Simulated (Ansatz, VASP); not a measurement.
BaO: VASP beside Ansatz

INCAR

```
SYSTEM = BaO
  ALGO = Normal
  EDIFF = 1E-6
  ENCUT = 600
  GGA = PE
  GGA_COMPAT = .FALSE.
  ISIF = 2
  ISMEAR = -1
  LASPH = .TRUE.
  LCHARG = .FALSE.
  LREAL = .FALSE.
  LWAVE = .FALSE.
  NBANDS = 15
  NELM = 120
  PREC = Accurate
  SIGMA = 0.02
```

Contents of KPOINTS:

```
k-points
0
G
  8 8 8
  0 0 0
```

File POSCAR:

```
BaO
1.0
    0.0000000000      2.7128332818      2.7128332818
    2.7128332818      0.0000000000      2.7128332818
    2.7128332818      2.7128332818      0.0000000000
Ba O
1 1
Direct
    0.0000000000      0.0000000000      0.0000000000
    0.5000000000      0.5000000000      0.5000000000
```

Input for Ansatz:

```yaml
crystal:
  lattice:
    - [0.0, 2.7128332818, 2.7128332818]
    - [2.7128332818, 0.0, 2.7128332818]
    - [2.7128332818, 2.7128332818, 0.0]
  atoms:
    - { symbol: Ba, position: [0.0, 0.0, 0.0] }
    - { symbol: O, position: [0.5, 0.5, 0.5] }
kpoints:
  mp_grid: { grid: [8, 8, 8] }
  band_path:
    path:
      - [0.0, 0.0, 0.0]
      - [0.5, 0.0, 0.5]
      - [0.625, 0.25, 0.625]
      - [0.375, 0.375, 0.75]
      - [0.0, 0.0, 0.0]
      - [0.5, 0.5, 0.5]
      - [0.5, 0.25, 0.75]
      - [0.5, 0.0, 0.5]
    npoints: 5
scf:
  occupations: { method: fermi_dirac, width: 0.02 }
hamiltonian:
  xc: pbe
  pseudopotentials: { kind: all_electron, lapw: { basis_error: 0.0005 } }
output:
  forces: true
  stress: true
  eigenvalues: true
```

Change from the starting cell: volume scaled by 0.96.

Alike in both runs: task single point; functional PBE; k mesh 8 × 8 × 8; occupations fermi-dirac, width 0.02 eV; no spin polarisation.

|  | VASP | Ansatz |
| --- | --- | --- |
| version | VASP 6.6.1 | Ansatz 0.2.0 |
| potentials or method | VASP PAW PBE potentials, release 64 (Ba_sv, O), cutoff 600 eV | all-electron LAPW, scalar-relativistic |

VASP gave:

* gap on the k mesh at the Fermi level (eV): 1.74
* pressure (GPa): 8.8

Q: What did Ansatz give for the same quantities?

A: gap on the k mesh at the Fermi level (eV): 1.81; pressure (GPa): 6.7.

Ansatz ran all-electron here, and VASP with PAW potentials.

Spin-orbit coupling is off throughout.
